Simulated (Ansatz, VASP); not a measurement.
## KP4Ru: VASP beside Ansatz

```
K P Ru
1.0
     4.32637    0.00000    0.00000
     0.00000    4.32637    0.00000
     0.00000    0.00000    7.40011
K P Ru
1 4 1
Direct
  0.00000 0.00000 0.00000
  0.50000 0.00000 0.34725
  0.00000 0.50000 0.65275
  0.50000 0.00000 0.65275
  0.00000 0.50000 0.34725
  0.50000 0.50000 0.50000
```

Alike in both runs: functional PBE; k mesh 4 × 4 × 4; occupations gaussian, width 0.1 eV; no spin polarisation.

Ansatz relaxed the structure, and its values are those at the end. VASP's run is a single point on that final structure, the one shown.

```csv
,VASP,Ansatz
version,VASP 6.6.1,Ansatz 0.2.0
potentials or method,"VASP PAW PBE potentials, release 64 (K_sv, P, Ru_pv), cutoff 520 eV","scalar-relativistic, plane waves, PAW"
valence electrons in the cell,43,45
```

VASP gave:

| Item | Value |
| --- | --- |
| gap on the k mesh at the Fermi level (eV) | none |
| pressure (GPa) | 0.0 |
| rms of the force components (eV/Å) | 0.027 |

Problem. Estimate Ansatz's values.

Solution. gap on the k mesh at the Fermi level (eV): none; pressure (GPa): 0.1; rms of the force components (eV/Å): 0.001.

A gap of «none» marks a metal or a gap that the smearing closes. VASP's potentials hold 43 valence electrons a cell and Ansatz's 45, so a difference there can come from the potentials and not from the codes.

The k mesh is coarse, so the values compare programs but aren't converged.
